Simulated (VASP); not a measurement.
Input of a VASP 6.6.1 run:

INCAR

```
SYSTEM = Cu
ALGO = Normal
EDIFF = 1E-6
ENCUT = 520
GGA = RE
ISIF = 2
ISMEAR = 0
IVDW = 12
LASPH = .TRUE.
LCHARG = .FALSE.
LDAU = .TRUE.
LDAUJ = 0
LDAUL = 2
LDAUPRINT = 1
LDAUTYPE = 2
LDAUU = 1
LMAXMIX = 4
LREAL = .FALSE.
LWAVE = .FALSE.
NBANDS = 12
NELM = 150
PREC = Accurate
SIGMA = 0.05
```

File KPOINTS:

```
k-points
0
G
  13 13 13
  0 0 0
```

POSCAR

```
Cu
1.0
   -1.4427933200      1.4427933200      1.3760814500
    1.4427933200     -1.4427933200      1.3760814500
    1.4427933200      1.4427933200     -1.3760814500
Cu
1
Direct
    0.0000000000      0.0000000000      0.0000000000
```

Potentials or basis: VASP PAW PBE potentials, release 64 (Cu).

Command:

```bash
$ cat potpaw_PBE.64/Cu/POTCAR > POTCAR
$ mpirun -np 1 vasp_std > vasp.out
```

Problem. What does it give for the band gap on the k mesh?

Solution. Zero (an odd number of electrons rules out a gap without spin polarisation).

Problem. What does it give for the dispersion energy per atom?

Solution. -1.161 eV.

Problem. What does it give for the pressure?

Solution. -6.1 GPa.

Stress tensor (GPa, compression positive):
```
-5.96  0.00  0.00
 0.00 -5.96  0.00
 0.00  0.00 -6.41
```

Caveat: three body term missing; the cell stands under tension; the dispersion term is far too large for a dense solid, which distorts pressure and volume; the PAW data sets were made with another functional, which shifts forces and pressure a little; U without spin polarisation on a metal has little footing; the U is typed as a test and isn't derived for this compound.
